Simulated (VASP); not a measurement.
## ZnSe: single point with PBEsol

The system is ZnSe.

```
Zn Se
1.0
     2.80251    2.80251    0.00000
    -2.80251    2.80251    0.00000
     0.00000    2.80251    2.83362
Zn Se
1 1
Cartesian
  0.0000 0.0000 0.0000
  1.4013 4.2038 1.4168
```

This cell differs from its parent crystal: in-plane strain -0.005, then relaxed in part.

| Property | Result |
| --- | --- |
| Program | VASP 6.6.1 |
| Task | single point |
| Functional | PBEsol |
| Potentials or basis | VASP PAW PBE potentials, release 64 (Zn, Se) |
| Cutoff | 520 eV |
| k mesh | 8 × 8 × 8 |
| Occupations | gaussian, width 0.01 eV |
| Spin | no spin polarisation |
| Dipole correction | no |
| Further INCAR settings | ALGO = Normal; EDIFF = 1e-06; NBANDS = 16 |

```json
{"Pressure": "0.5 GPa", "Band gap on the k mesh": "1.25 eV"}
```

Stress tensor (GPa, compression positive):
```
0.68 0.00 0.00
0.00 0.68 0.00
0.00 0.00 0.28
```

Levels at points of the mesh, in eV from the valence-band top:
```
           k point  band 6  band 7  band 8  band 9  band 10  band 11  band 12  band 13
(0.00, 0.00, 0.00)   -6.26   -0.04    0.00    0.00     1.24     5.71     5.71     5.71
(0.50, 0.00, 0.00)   -6.10   -5.44   -0.96   -0.89     2.47     6.24     6.33     8.45
(0.50, 0.50, 0.00)   -6.07   -4.88   -2.34   -2.31     2.75     3.32    10.79    11.24
(0.00, 0.00, 0.50)   -6.09   -4.94   -2.26   -2.26     2.81     3.42    10.69    11.32
```

Run time: 35 s on 1 thread of Intel(R) Xeon(R) Platinum 8488C (Sapphire Rapids), with other jobs on the host, peak memory 0.19 GiB.

Caveat: the cell differs from its parent crystal (in-plane strain -0.005, then relaxed in part); the PAW data sets were made with another functional, which shifts forces and pressure a little.
